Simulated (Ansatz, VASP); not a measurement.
**Ru in VASP and in Ansatz**

```
CELL_PARAMETERS angstrom
-2.36784 2.36784 1.38086
2.36784 -2.36784 1.38086
2.36784 2.36784 -1.38086
ATOMIC_POSITIONS crystal
Ru 0.62500 0.87500 0.75000
Ru 0.37500 0.12500 0.25000
```

Alike in both runs: task single point; functional PBE; k mesh 17 × 17 × 17; occupations fermi-dirac, width 0.1 eV; no spin polarisation.

```csv
,VASP,Ansatz
version,VASP 6.6.1,Ansatz 0.2.0
potentials or method,"VASP PAW PBE potentials, release 64 (Ru_pv), cutoff 520 eV","all-electron LAPW, scalar-relativistic"
```

```tsv
	VASP	Ansatz	Ansatz less VASP
pressure (GPa)	0.1	-0.1	-0.13
traceless stress, the component that is largest in VASP (GPa)	-0.18	0.03	+0.214
```

Ansatz ran all-electron here, and VASP with PAW potentials.
